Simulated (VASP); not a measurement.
# AlAs (F-43m) in VASP: notebook

AlAs is run at these levels: LDA; tasks: single point.

All numbers are computed with VASP 6.6.1; they aren't measurements. Logs are shortened: lines on timing, memory, paths and dates and some standing lists are left out, and cuts for length are marked.

## Step 1: The cell of the first run

Symmetry: F-43m, No. 216, cubic system. Conventional cell: a = 5.661 Å, b = 5.661 Å, c = 5.661 Å, α = 90.00°, β = 90.00°, γ = 90.00°. Al (site symmetry -43m) has 4 As at 2.45 Å within 3.2 Å. As (site symmetry -43m) has 4 Al at 2.45 Å within 3.2 Å.

## Step 2: Single point, LDA

The input, INCAR:

```
SYSTEM = AlAs
PREC     = Accurate       ! precision mode
ENCUT    = 500            ! plane-wave cutoff, eV
EDIFF    = 1E-6           ! SCF threshold, eV
ISMEAR   = 1              ! smearing method
SIGMA    = 0.02           ! smearing width, eV
LREAL    = .False.        ! projectors in reciprocal space
LASPH    = .True.         ! aspherical terms in the spheres
NELM     = 120            ! most SCF steps
ALGO     = Normal         ! electronic algorithm
ISIF     = 2              ! what is computed and relaxed
LWAVE    = .False.        ! write WAVECAR
LCHARG   = .True.         ! write CHGCAR
GGA      = CA             ! functional
LELF     = .True.         ! ELF
LVHAR    = .True.       
NBANDS   = 11             ! bands
GGA_COMPAT= .False.
```

The input, KPOINTS:

```
Automatic mesh
0
Gamma
  6 6 6
  0 0 0
```

The input, POSCAR:

```
AlAs
1.0
    0.0000000000      2.8304000000      2.8304000000
    2.8304000000      0.0000000000      2.8304000000
    2.8304000000      2.8304000000      0.0000000000
Al As
1 1
Direct
    0.0000000000      0.0000000000      0.0000000000
    0.2500000000      0.2500000000      0.2500000000
```

Potentials or basis: VASP PAW LDA potentials, release 64 (Al, As).

Command:

```sh
> cat potpaw_LDA.64/Al/POTCAR potpaw_LDA.64/As/POTCAR > POTCAR
> mpirun -np 1 vasp_std > vasp.out
```

OUTCAR:

```text
SYSTEM = AlAs
   PREC = Accurate
   ENCUT = 500
   EDIFF = 1E-6
   ISMEAR = 1
   LREAL = .False.
   LASPH = .True.
   NELM = 120
   ISIF = 2
   GGA = CA

 ion  position               nearest neighbor table
   1  0.000  0.000  0.000-   2 2.45   2 2.45   2 2.45   2 2.45
   2  0.250  0.250  0.250-   1 2.45   1 2.45   1 2.45   1 2.45

  LATTYP: Found a face centered cubic cell.
 ALAT       =     5.6608000000

  Lattice vectors:

 A1 = (   0.0000000000,   2.8304000000,   2.8304000000)
 A2 = (   2.8304000000,   0.0000000000,   2.8304000000)
 A3 = (   2.8304000000,   2.8304000000,   0.0000000000)

Analysis of symmetry for initial positions (statically):
=====================================================================
 Subroutine PRICEL returns:
 Original cell was already a primitive cell.

 Routine SETGRP: Setting up the symmetry group for a
 face centered cubic supercell.

 Subroutine GETGRP returns: Found 24 space group operations
 (whereof 24 operations were pure point group operations)
 out of a pool of 48 trial point group operations.

The static configuration has the point symmetry T_d .

Analysis of symmetry for dynamics (positions and initial velocities):
=====================================================================
 Subroutine PRICEL returns:
 Original cell was already a primitive cell.

 Routine SETGRP: Setting up the symmetry group for a
 face centered cubic supercell.

 Subroutine GETGRP returns: Found 24 space group operations
 (whereof 24 operations were pure point group operations)
 out of a pool of 48 trial point group operations.

The dynamic configuration has the point symmetry T_d .

 Subroutine INISYM returns: Found 24 space group operations
 (whereof 24 operations are pure point group operations),
 and found     1 'primitive' translations

----------------------------------------------------------------------------------------

                                     Primitive cell

  volume of cell :      45.3496

  direct lattice vectors                    reciprocal lattice vectors
     0.000000000  2.830400000  2.830400000    -0.176653477  0.176653477  0.176653477
     2.830400000  0.000000000  2.830400000     0.176653477 -0.176653477  0.176653477
     2.830400000  2.830400000  0.000000000     0.176653477  0.176653477 -0.176653477

  length of vectors
     4.002790067  4.002790067  4.002790067     0.305972797  0.305972797  0.305972797

  position of ions in fractional coordinates (direct lattice)
     0.000000000  0.000000000  0.000000000
     0.250000000  0.250000000  0.250000000

  ion indices of the primitive-cell ions
   primitive index   ion index
                 1           1
                 2           2

----------------------------------------------------------------------------------------

 KPOINTS: Automatic mesh

Automatic generation of k-mesh.
 Grid dimensions read from file:
 generate k-points for:    6    6    6

 Generating k-lattice:

  Cartesian coordinates                     Fractional coordinates (reciprocal lattice)
    -0.029442246  0.029442246  0.029442246     0.166666667  0.000000000  0.000000000
     0.029442246 -0.029442246  0.029442246     0.000000000  0.166666667  0.000000000
     0.029442246  0.029442246 -0.029442246     0.000000000  0.000000000  0.166666667

  Length of vectors
     0.050995466  0.050995466  0.050995466

  Shift w.r.t. Gamma in fractional coordinates (k-lattice)
     0.000000000  0.000000000  0.000000000

 Subroutine IBZKPT returns following result:
 ===========================================

 Found     16 irreducible k-points:

 Following reciprocal coordinates:
            Coordinates               Weight
  0.000000  0.000000  0.000000      1.000000
  0.166667  0.000000  0.000000      8.000000
  0.333333  0.000000  0.000000      8.000000
  0.500000  0.000000  0.000000      4.000000
  0.166667  0.166667  0.000000      6.000000
  0.333333  0.166667  0.000000     24.000000
[... 8 lines left out ...]
 -0.333333  0.333333  0.166667     24.000000
 -0.333333  0.500000  0.166667     12.000000
   k-points           NKPTS =     16   k-points in BZ     NKDIM =     16   number of bands    NBANDS=     11
   number of dos      NEDOS =    301   number of ions     NIONS =      2
   total plane-waves  NPLWV =  27000
   dimension x,y,z NGX =    30 NGY =   30 NGZ =   30
   dimension x,y,z NGXF=    60 NGYF=   60 NGZF=   60
   ions per type =               1   1
   NGX,Y,Z   is equivalent  to a cutoff of  12.46, 12.46, 12.46 a.u.
   NGXF,Y,Z  is equivalent  to a cutoff of  24.92, 24.92, 24.92 a.u.
 SYSTEM =  AlAs
   PREC   = accura    normal or accurate (medium, high low for compatibility)
   ISTART =      0    job   : 0-new  1-cont  2-samecut
   ICHARG =      2    charge: 1-file 2-atom 10-const
   ISPIN  =      1    spin polarized calculation?
   LNONCOLLINEAR =      F non collinear calculations
   LSORBIT =      F    spin-orbit coupling
   LASPH  =      T    aspherical Exc in radial PAW
   ENCUT  =  500.0 eV  36.75 Ry    6.06 a.u.   7.30  7.30  7.30*2*pi/ulx,y,z
   NELM   =    120;   NELMIN=  2; NELMDL= -5     # of ELM steps
   EDIFF  = 0.1E-05   stopping-criterion for ELM
   LREAL  =      F    real-space projection
   EDIFFG = 0.1E-04   stopping-criterion for IOM
   NSW    =      0    number of steps for IOM
   IBRION =     -1    ionic relax: 0-MD 1-quasi-New 2-CG
   NFREE  =      0    steps in history (QN), initial steepest desc. (CG)
   ISIF   =      2    stress and relaxation
   ISYM   =      2    0-nonsym 1-usesym 2-fastsym
   POTIM  = 0.5000    time-step for ionic-motion
   TEBEG  =    0.0;   TEEND  =   0.0 temperature during run
   PSTRESS=    0.0 pullay stress
   NELECT =       8.0000    total number of electrons
   NUPDOWN=      -1.0000    fix difference up-down
   EMIN   =  10.00;   EMAX   =-10.00  energy-range for DOS
   EFERMI =   0.00;   METHOD = LEGACY
   ISMEAR =     1;   SIGMA  =   0.02  broadening in eV -4-tet -1-fermi 0-gaus
   EFERMI_NEDOS =   21; number of points for ismear=-14 and -15
   IALGO  =     38    algorithm
   IMIX   =      4    mixing-type and parameters
     AMIX     =   0.40;   BMIX     =  1.00
     AMIX_MAG =   1.60;   BMIX_MAG =  1.00
  volume/ion in A,a.u.               =      22.67       153.02
  Fermi-wavevector in a.u.,A,eV,Ry     =   0.918150  1.735052 11.469706  0.843000
  Thomas-Fermi vector in A             =   2.043199
   LORBIT       =      0    0 simple, 1 ext, 2 COOP (PROOUT), +10 PAW based schemes
   GGA     = CA    functional components
   LHFCALC =     F    Hartree Fock is set to
   AEXX    =    0.0000 exact exchange contribution
   IVDW    =     0    specifies the selected vdW correction
   LEPSILON=     F    determine dielectric tensor
   LRPA    =     F    only Hartree local field effects (RPA)
 non-spin polarized calculation
 Methfessel and Paxton  Order N= 1 SIGMA  =   0.02
  energy-cutoff  :      500.00
  volume of cell :       45.35
 maximum number of plane-waves:      1167
 NGX is ok and might be reduce to    30
   NGX = 15   NGY = 15   NGZ = 15

 number of electron       8.0000000 magnetization

 Free energy of the ion-electron system (eV)
  ---------------------------------------------------
  ext. energy  EPLUGINS =         0.00000000
  ---------------------------------------------------
  free energy    TOTEN  =       -10.50121011 eV

  energy without entropy =      -10.50122622  energy(sigma->0) =      -10.50121548

 E-fermi :   3.8047     XC(G=0):  -9.2773

 val. band max:        3.7878249913   @ k =   0.0000   0.0000   0.0000
 cond. band min:       5.1211027391   @ k =   0.5000   0.5000   0.0000
 fundamental gap:      1.3332777477
 Fermi energy:         3.8046624863

 k-point     1 :       0.0000    0.0000    0.0000
  band No.  band energies     occupation
      1      -8.1069      2.00000
      2       3.7878      2.00000
      3       3.7878      2.00000
      4       3.7878      2.00000
      5       5.6688      0.00000
      6       8.0290      0.00000
      7       8.0290      0.00000
      8       8.0290      0.00000
      9      12.4095      0.00000
     10      12.8175      0.00000
     11      12.8175      0.00000

 k-point     2 :       0.1667    0.0000    0.0000
  band No.  band energies     occupation
      1      -7.8392      2.00000
      2       1.6590      2.00000
      3       3.5241      2.00000
      4       3.5241      2.00000
      5       6.4877      0.00000
      6       8.4636      0.00000
      7       8.4636      0.00000
      8       8.8832      0.00000
      9      12.0006      0.00000
     10      12.0006      0.00000
     11      13.3191      0.00000

 k-point     3 :       0.3333    0.0000    0.0000
  band No.  band energies     occupation
      1      -7.1620      2.00000
      2      -0.7351      2.00000
      3       3.1238      2.00000
      4       3.1238      2.00000
      5       6.0346      0.00000
      6       8.6008      0.00000
      7       8.6008      0.00000
      8      11.1419      0.00000
      9      12.7962      0.00000
     10      12.7962      0.00000
     11      12.9645      0.00000

 k-point     4 :       0.5000    0.0000    0.0000
  band No.  band energies     occupation
      1      -6.6906      2.00000
      2      -1.8117      2.00000
      3       2.9625      2.00000
      4       2.9625      2.00000
      5       5.8064      0.00000
      6       8.4192      0.00000
      7       8.4192      0.00000
      8      11.3675      0.00000
      9      14.7670      0.00000
     10      15.2734      0.00000
     11      15.2734      0.00000
[... 127 lines left out ...]
 k-point    14 :       0.5000    0.3333    0.1667
  band No.  band energies     occupation
      1      -6.6384      2.00000
      2      -0.8765      2.00000
      3       1.0458      2.00000
      4       2.1299      2.00000
      5       7.3743      0.00000
      6       8.2470      0.00000
      7       8.8568      0.00000
      8      11.6295      0.00000
      9      12.9759      0.00000
     10      14.3868      0.00000
     11      16.6836      0.00000

 k-point    15 :      -0.3333    0.3333    0.1667
  band No.  band energies     occupation
      1      -6.2799      2.00000
      2      -1.3556      2.00000
      3       0.5884      2.00000
      4       1.7472      2.00000
      5       7.6403      0.00000
      6       8.2832      0.00000
      7      10.4124      0.00000
      8      11.1061      0.00000
      9      12.0575      0.00000
     10      15.1737      0.00000
     11      16.5035      0.00000

 k-point    16 :      -0.3333    0.5000    0.1667
  band No.  band energies     occupation
      1      -6.1203      2.00000
      2      -1.4228      2.00000
      3       0.8297      2.00000
      4       1.0792      2.00000
      5       6.8722      0.00000
      6       7.8161      0.00000
      7      10.8186      0.00000
      8      11.5235      0.00000
      9      14.2516      0.00000
     10      16.0318      0.00000
     11      16.2485      0.00000

------------------------ aborting loop because EDIFF is reached ----------------------------------------

  FORCE on cell =-STRESS in cart. coord.  units (eV):
  Direction    XX          YY          ZZ          XY          YZ          ZX
  --------------------------------------------------------------------------------------
  -------------------------------------------------------------------------------------
  Total       -0.2517273     -0.2517273     -0.2517273      0.0000000      0.0000000     -0.0000000
  in kB       -8.8933925     -8.8933925     -8.8933925      0.0000000      0.0000000     -0.0000000
  external PRESSURE =      -8.8933925 kB  Pullay stress =       0.0000000 kB

 VOLUME and BASIS-vectors are now :
 -----------------------------------------------------------------------------
  energy-cutoff  :      500.00
  volume of cell :       45.35
      direct lattice vectors                 reciprocal lattice vectors
     0.000000000  2.830400000  2.830400000    -0.176653477  0.176653477  0.176653477
     2.830400000  0.000000000  2.830400000     0.176653477 -0.176653477  0.176653477
     2.830400000  2.830400000  0.000000000     0.176653477  0.176653477 -0.176653477

 POSITION                                       TOTAL-FORCE (eV/Angst)
 -----------------------------------------------------------------------------------
      0.00000      0.00000      0.00000        -0.000000     -0.000000     -0.000000
      1.41520      1.41520      1.41520         0.000000      0.000000      0.000000
 -----------------------------------------------------------------------------------
    total drift:                               -0.000000     -0.000000     -0.000000

  FREE ENERGIE OF THE ION-ELECTRON SYSTEM (eV)
  ---------------------------------------------------
  free  energy   TOTEN  =       -10.5012101146 eV

  energy  without entropy=      -10.5012262199  energy(sigma->0) =      -10.50121548
```

It took 10 s on 1 thread of AMD EPYC 7R13, shared host; peak memory 0.12 GiB.

Results:

| Item | Value |
| --- | --- |
| Free energy | -10.5012 eV |
| Pressure | -0.9 GPa |
| Band gap on the k mesh | 1.33 eV, indirect (least direct gap 1.88 eV) |

Levels at points of the mesh, in eV from the valence-band top:
| k point | band 1 | band 2 | band 3 | band 4 | band 5 | band 6 | band 7 | band 8 | band 9 |
| --- | --- | --- | --- | --- | --- | --- | --- | --- | --- |
| (0.00, 0.00, 0.00) | -11.89 | 0.00 | 0.00 | 0.00 | 1.88 | 4.24 | 4.24 | 4.24 | 8.62 |
| (0.50, 0.00, 0.00) | -10.48 | -5.60 | -0.83 | -0.83 | 2.02 | 4.63 | 4.63 | 7.58 | 10.98 |
| (0.50, 0.50, 0.00) | -9.93 | -5.45 | -2.18 | -2.18 | 1.33 | 2.19 | 10.20 | 10.20 | 11.57 |

## Step 3: Single point, LDA, non-collinear spin, zero start, spin-orbit coupling

The input, INCAR:

```
SYSTEM = AlAs
PREC = Accurate
ENCUT = 500
EDIFF = 1E-6
ISMEAR = 1
SIGMA = 0.02
LREAL = .False.
LASPH = .True.
NELM = 200
ALGO = Normal
ISIF = 2
LWAVE = .False.
LCHARG = .True.
MAGMOM = 0 0 0 0 0 0
LORBIT = 11
LSORBIT = .True.
GGA_COMPAT = .False.
LORBMOM = .True.
LVHAR = .True.
NBANDS = 20
```

KPOINTS is that of step 2.

POSCAR is that of step 2.

Potentials or basis: VASP PAW LDA potentials, release 64 (Al, As).

Command:

```sh
> cat potpaw_LDA.64/Al/POTCAR potpaw_LDA.64/As/POTCAR > POTCAR
> mpirun -np 1 vasp_ncl > vasp.out
```

OUTCAR:

```text
SYSTEM = AlAs
   PREC = Accurate
   ENCUT = 500
   EDIFF = 1E-6
   ISMEAR = 1
   LREAL = .False.
   LASPH = .True.
   NELM = 200
   ISIF = 2
   LORBIT = 11
   LSORBIT = .True.

 ion  position               nearest neighbor table
   1  0.000  0.000  0.000-   2 2.45   2 2.45   2 2.45   2 2.45
   2  0.250  0.250  0.250-   1 2.45   1 2.45   1 2.45   1 2.45

  LATTYP: Found a face centered cubic cell.
 ALAT       =     5.6608000000

  Lattice vectors:

 A1 = (   0.0000000000,   2.8304000000,   2.8304000000)
 A2 = (   2.8304000000,   0.0000000000,   2.8304000000)
 A3 = (   2.8304000000,   2.8304000000,   0.0000000000)

[... 793 lines left out ...]
    -0.0000044    -0.0000011     0.0000000    -0.0000011     0.0000000
 l=   3
     0.0000000     0.0000000     0.0000000     0.0000000     0.0000000     0.0000000     0.0000000
     0.0000000     0.0000000     0.0000000     0.0000000     0.0000000     0.0000000     0.0000000
     0.0000000     0.0000000     0.0000000     0.0000000     0.0000000     0.0000000     0.0000000
     0.0000000     0.0000000     0.0000000     0.0000000     0.0000000     0.0000000     0.0000000
     0.0000000     0.0000000     0.0000000     0.0000000     0.0000000     0.0000000     0.0000000
     0.0000000     0.0000000     0.0000000     0.0000000     0.0000000     0.0000000     0.0000000
     0.0000000     0.0000000     0.0000000     0.0000000     0.0000000     0.0000000     0.0000000

 total charge

# of ion       s       p       d       tot
------------------------------------------
    1        0.410   0.375   0.000   0.785
    2        1.201   1.692   0.024   2.917
--------------------------------------------------
tot          1.611   2.067   0.024   3.702

 magnetization (x)

# of ion       s       p       d       tot
------------------------------------------
    1        0.000  -0.000   0.000  -0.000
    2        0.000   0.000  -0.000   0.000
--------------------------------------------------
tot          0.000   0.000  -0.000  -0.000

 magnetization (y)

# of ion       s       p       d       tot
------------------------------------------
    1        0.000   0.000   0.000   0.000
    2        0.000   0.000  -0.000  -0.000
--------------------------------------------------
tot          0.000   0.000  -0.000  -0.000

 magnetization (z)

# of ion       s       p       d       tot
------------------------------------------
    1       -0.000  -0.000   0.000  -0.000
    2        0.000  -0.000  -0.000  -0.000
--------------------------------------------------
tot         -0.000  -0.000  -0.000  -0.000
```

Run time: 56 s. Hardware: 1 thread of AMD EPYC 7R13, shared host; peak memory 0.2 GiB.

Results:

```
Free energy                                           : -10.5133 eV
Pressure                                              : -0.9 GPa
Net moment                                            : 0.00 μB per cell
Valence electrons inside the program's atomic spheres : Al 0.79; As 2.92
```

Moments on the atoms (μB; x, y, z):
```
Al  0.00 0.00 0.00
As  0.00 0.00 0.00
```
